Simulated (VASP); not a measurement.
# Rh (Fm-3m) in VASP: settings compared, part 2 of 2

VASP 6.6.1. Earlier steps stand in the parts before.

### Step 3. Relaxation of cell and atoms, revPBE+D3(BJ)

INCAR

```
  PREC = Accurate
  ENCUT = 600
  EDIFF = 1E-7
  ISMEAR = -1
  SIGMA = 0.3
  LREAL = False
  LASPH = True
  NELM = 60
  ALGO = Normal
  ISIF = 3
  LWAVE = False
  LCHARG = False
  GGA = RE
  IVDW = 12
  IBRION = 2
  NSW = 80
  EDIFFG = -0.05
```

KPOINTS

```
Automatic mesh
0
Gamma
  15 15 15
```

POSCAR

```
Rh
1.0
    0.0000000000      1.8978500000      1.8978500000
    1.8978500000      0.0000000000      1.8978500000
    1.8978500000      1.8978500000      0.0000000000
Rh
1
Direct
    0.0000000000      0.0000000000      0.0000000000
```

Potentials or basis: VASP PAW PBE potentials, release 64 (Rh_pv).

Command:

```console
cat potpaw_PBE.64/Rh_pv/POTCAR > POTCAR
mpirun -np 1 vasp_std > vasp.out
```

OUTCAR:

```text
PREC = Accurate
   ENCUT = 600
   EDIFF = 1E-7
   ISMEAR = -1
   LREAL = False
   LASPH = True
   NELM = 60
   ISIF = 3
   GGA = RE
   IVDW = 12
   IBRION = 2
   NSW = 80
   EDIFFG = -0.05
 IVDW          = 12

 ion  position               nearest neighbor table
   1  0.000  0.000  0.000-

  LATTYP: Found a face centered cubic cell.
 ALAT       =     3.7957000000

  Lattice vectors:

 A1 = (   0.0000000000,   1.8978500000,   1.8978500000)
 A2 = (   1.8978500000,   0.0000000000,   1.8978500000)
 A3 = (   1.8978500000,   1.8978500000,   0.0000000000)

Analysis of symmetry for initial positions (statically):
=====================================================================
 Subroutine PRICEL returns:
 Original cell was already a primitive cell.

 Routine SETGRP: Setting up the symmetry group for a
 face centered cubic supercell.

 Subroutine GETGRP returns: Found 48 space group operations
 (whereof 48 operations were pure point group operations)
 out of a pool of 48 trial point group operations.

The static configuration has the point symmetry O_h .

Analysis of symmetry for dynamics (positions and initial velocities):
=====================================================================
 Subroutine PRICEL returns:
 Original cell was already a primitive cell.

 Routine SETGRP: Setting up the symmetry group for a
 face centered cubic supercell.

 Subroutine GETGRP returns: Found 48 space group operations
 (whereof 48 operations were pure point group operations)
 out of a pool of 48 trial point group operations.

The dynamic configuration has the point symmetry O_h .

 Subroutine INISYM returns: Found 48 space group operations
 (whereof 48 operations are pure point group operations),
 and found     1 'primitive' translations

----------------------------------------------------------------------------------------

                                     Primitive cell

  volume of cell :      13.6715

  direct lattice vectors                    reciprocal lattice vectors
     0.000000000  1.897850000  1.897850000    -0.263456016  0.263456016  0.263456016
     1.897850000  0.000000000  1.897850000     0.263456016 -0.263456016  0.263456016
     1.897850000  1.897850000  0.000000000     0.263456016  0.263456016 -0.263456016

  length of vectors
     2.683965209  2.683965209  2.683965209     0.456319205  0.456319205  0.456319205

  position of ions in fractional coordinates (direct lattice)
     0.000000000  0.000000000  0.000000000

  ion indices of the primitive-cell ions
   primitive index   ion index
                 1           1

----------------------------------------------------------------------------------------

 KPOINTS: Automatic mesh

Automatic generation of k-mesh.
 Grid dimensions read from file:
 generate k-points for:   15   15   15

 Generating k-lattice:

  Cartesian coordinates                     Fractional coordinates (reciprocal lattice)
    -0.017563734  0.017563734  0.017563734     0.066666667  0.000000000  0.000000000
     0.017563734 -0.017563734  0.017563734     0.000000000  0.066666667  0.000000000
     0.017563734  0.017563734 -0.017563734     0.000000000  0.000000000  0.066666667

  Length of vectors
     0.030421280  0.030421280  0.030421280

  Shift w.r.t. Gamma in fractional coordinates (k-lattice)
     0.000000000  0.000000000  0.000000000

 Subroutine IBZKPT returns following result:
 ===========================================

 Found    120 irreducible k-points:

 Following reciprocal coordinates:
            Coordinates               Weight
  0.000000  0.000000  0.000000      1.000000
  0.066667  0.000000  0.000000      8.000000
  0.133333  0.000000  0.000000      8.000000
  0.200000  0.000000  0.000000      8.000000
  0.266667  0.000000  0.000000      8.000000
  0.333333  0.000000  0.000000      8.000000
[... 16 lines left out ...]
  0.133333  0.133333  0.000000      6.000000
  0.200000  0.133333  0.000000     24.000000
 [... further k-points ...]
   k-points           NKPTS =    120   k-points in BZ     NKDIM =    120   number of bands    NBANDS=     11
   number of dos      NEDOS =    301   number of ions     NIONS =      1
   total plane-waves  NPLWV =  13824
   dimension x,y,z NGX =    24 NGY =   24 NGZ =   24
   dimension x,y,z NGXF=    48 NGYF=   48 NGZF=   48
   ions per type =               1
   NGX,Y,Z   is equivalent  to a cutoff of  14.87, 14.87, 14.87 a.u.
   NGXF,Y,Z  is equivalent  to a cutoff of  29.73, 29.73, 29.73 a.u.
 SYSTEM =  unknown system
   PREC   = accura    normal or accurate (medium, high low for compatibility)
   ISTART =      0    job   : 0-new  1-cont  2-samecut
   ICHARG =      2    charge: 1-file 2-atom 10-const
   ISPIN  =      1    spin polarized calculation?
   LNONCOLLINEAR =      F non collinear calculations
   LSORBIT =      F    spin-orbit coupling
   LASPH  =      T    aspherical Exc in radial PAW
   ENCUT  =  600.0 eV  44.10 Ry    6.64 a.u.   5.36  5.36  5.36*2*pi/ulx,y,z
   NELM   =     60;   NELMIN=  2; NELMDL= -5     # of ELM steps
   EDIFF  = 0.1E-06   stopping-criterion for ELM
   LREAL  =      F    real-space projection
   EDIFFG = -.5E-01   stopping-criterion for IOM
   NSW    =     80    number of steps for IOM
   IBRION =      2    ionic relax: 0-MD 1-quasi-New 2-CG
   NFREE  =      1    steps in history (QN), initial steepest desc. (CG)
   ISIF   =      3    stress and relaxation
   ISYM   =      2    0-nonsym 1-usesym 2-fastsym
   POTIM  = 0.5000    time-step for ionic-motion
   TEBEG  =    0.0;   TEEND  =   0.0 temperature during run
   PSTRESS=    0.0 pullay stress
   NELECT =      15.0000    total number of electrons
   NUPDOWN=      -1.0000    fix difference up-down
   EMIN   =  10.00;   EMAX   =-10.00  energy-range for DOS
   EFERMI =   0.00;   METHOD = LEGACY
   ISMEAR =    -1;   SIGMA  =   0.30  broadening in eV -4-tet -1-fermi 0-gaus
   EFERMI_NEDOS =   21; number of points for ismear=-14 and -15
   IALGO  =     38    algorithm
   IMIX   =      4    mixing-type and parameters
     AMIX     =   0.40;   BMIX     =  1.00
     AMIX_MAG =   1.60;   BMIX_MAG =  1.00
  volume/ion in A,a.u.               =      13.67        92.26
  Fermi-wavevector in a.u.,A,eV,Ry     =   1.688496  3.190795 38.790465  2.851019
  Thomas-Fermi vector in A             =   2.770792
   LORBIT       =      0    0 simple, 1 ext, 2 COOP (PROOUT), +10 PAW based schemes
   GGA     = RE    functional components
   LHFCALC =     F    Hartree Fock is set to
   AEXX    =    0.0000 exact exchange contribution
   IVDW    =    12    specifies the selected vdW correction
   LEPSILON=     F    determine dielectric tensor
   LRPA    =     F    only Hartree local field effects (RPA)
 conjugate gradient relaxation of ions
 non-spin polarized calculation
  energy-cutoff  :      600.00
  volume of cell :       13.67
 maximum number of plane-waves:       468
 NGX is ok and might be reduce to    24
   NGX = 11   NGY = 11   NGZ = 11

--------------------------------------- Ionic step        1  -------------------------------------------

 number of electron      15.0000002 magnetization

 Free energy of the ion-electron system (eV)
  ---------------------------------------------------
  ext. energy  EPLUGINS =         0.00000000
  ---------------------------------------------------
  free energy    TOTEN  =        -6.93214030 eV

  energy without entropy =       -6.53746193  energy(sigma->0) =       -6.73480112

------------------------ aborting loop because EDIFF is reached ----------------------------------------

 Edisp (eV)   -1.23848

 E8    (eV) :    -0.8785
[... 69 lines left out ...]
--------------------------------------- Ionic step        3  -------------------------------------------

 number of electron      15.0000002 magnetization

 Free energy of the ion-electron system (eV)
  ---------------------------------------------------
  ext. energy  EPLUGINS =         0.00000000
  ---------------------------------------------------
  free energy    TOTEN  =        -6.92915307 eV

  energy without entropy =       -6.53583451  energy(sigma->0) =       -6.73249379

 E-fermi :  12.0877     XC(G=0): -14.0101

 val. band max:       12.0766499191   @ k =  -0.3333   0.3333   0.0000
 cond. band min:      12.1133190020   @ k =  -0.4000   0.4667   0.0667
 fundamental gap:      0.0366690829
 Fermi energy:        12.0876923516

 k-point     1 :       0.0000    0.0000    0.0000
  band No.  band energies     occupation
      1     -34.2506      2.00000
      2     -34.2506      2.00000
      3     -34.2506      2.00000
      4       4.1212      2.00000
      5       9.0228      1.99993
      6       9.0228      1.99993
      7       9.0228      1.99993
      8      11.1250      1.92234
      9      11.1250      1.92234
     10      28.1117      0.00000
     11      32.7239      0.00000
[... 309 lines left out ...]
 k-point    24 :       0.2000    0.1333    0.0000
  band No.  band energies     occupation
      1     -34.4650      2.00000
      2     -34.3203      2.00000
      3     -34.3140      2.00000
      4       5.5746      2.00000
      5       8.1758      2.00000
      6       9.6695      1.99937
      7       9.7487      1.99918
      8      10.4383      1.99184
      9      11.4871      1.76199
     10      30.0944      0.00000
     11      30.5649      0.00000

 [... further k-points ...]

------------------------ aborting loop because EDIFF is reached ----------------------------------------

 Edisp (eV)   -1.24153

 E8    (eV) :    -0.8807
[... 24 lines left out ...]
  FREE ENERGIE OF THE ION-ELECTRON SYSTEM (eV)
  ---------------------------------------------------
  free  energy   TOTEN  =        -8.1706836483 eV

  energy  without entropy=       -7.7773650883  energy(sigma->0) =       -7.97402437

 reached required accuracy - stopping structural energy minimisation
```

OSZICAR:

```text
N       E                     dE             d eps       ncg     rms          rms(c)
DAV:   1     0.125617806724E+03    0.12562E+03   -0.10122E+04  2648   0.163E+03
DAV:   2    -0.577057368027E+01   -0.13139E+03   -0.12596E+03  2715   0.408E+02
[... 20 lines left out ...]
DAV:   1    -0.693745660171E+01   -0.15415E-01   -0.12246E-01  2763   0.585E+00    0.638E-01
DAV:   2    -0.692920323435E+01    0.82534E-02   -0.19955E-02  2730   0.215E+00    0.120E-01
DAV:   3    -0.692914101949E+01    0.62215E-04   -0.25729E-04  2835   0.217E-01    0.677E-02
DAV:   4    -0.692915159139E+01   -0.10572E-04   -0.67725E-05  2832   0.122E-01    0.540E-03
DAV:   5    -0.692915219152E+01   -0.60013E-06   -0.17281E-06  3000   0.202E-02    0.315E-03
DAV:   6    -0.692915311082E+01   -0.91930E-06   -0.98623E-08  2060   0.445E-03    0.285E-04
DAV:   7    -0.692915307079E+01    0.40027E-07   -0.38897E-09  1404   0.996E-04
   3 F= -.81706836E+01 E0= -.79740244E+01  d E =-.619826E-04
```

CONTCAR:

```text
Rh
   1.00000000000000
    -0.0000000000000000    1.8963688794552975    1.8963688794552975
     1.8963688794552975   -0.0000000000000000    1.8963688794552975
     1.8963688794552975    1.8963688794552975    0.0000000000000000
  Rh
     1
Direct
     0.0000000000000000    0.0000000000000000    0.0000000000000000

  0.00000000E+00  0.00000000E+00  0.00000000E+00
```

Wall time 51 s (1 thread of AMD EPYC 7R43 (Zen 3), shared host); peak memory 0.13 GiB.

Results:

| Item | Value |
| --- | --- |
| Free energy | -8.1707 eV |
| Relaxed volume | 13.64 Å³/atom |
| Relaxed cell | a = 2.682 Å, b = 2.682 Å, c = 2.682 Å, α = 60.00°, β = 60.00°, γ = 60.00° |
| Space group after relaxing (to 0.05 Å) | Fm-3m (No. 225) |
| Energy gained by relaxing | 0.1 meV/atom |
| Ionic steps | 3 |
| Pressure after relaxing | 0.0 GPa |
| Dispersion energy per atom | -1.242 eV |

Final structure:
```yaml
crystal:
  lattice:
    - [0.00000, 1.89637, 1.89637]
    - [1.89637, 0.00000, 1.89637]
    - [1.89637, 1.89637, 0.00000]
  atoms:
    - { symbol: Rh, position: [0.00000, 0.00000, 0.00000] }
```

Caveat: the PAW data sets were made with another functional, which shifts forces and pressure a little; pairwise dispersion overbinds metals, which lowers pressure and volume.
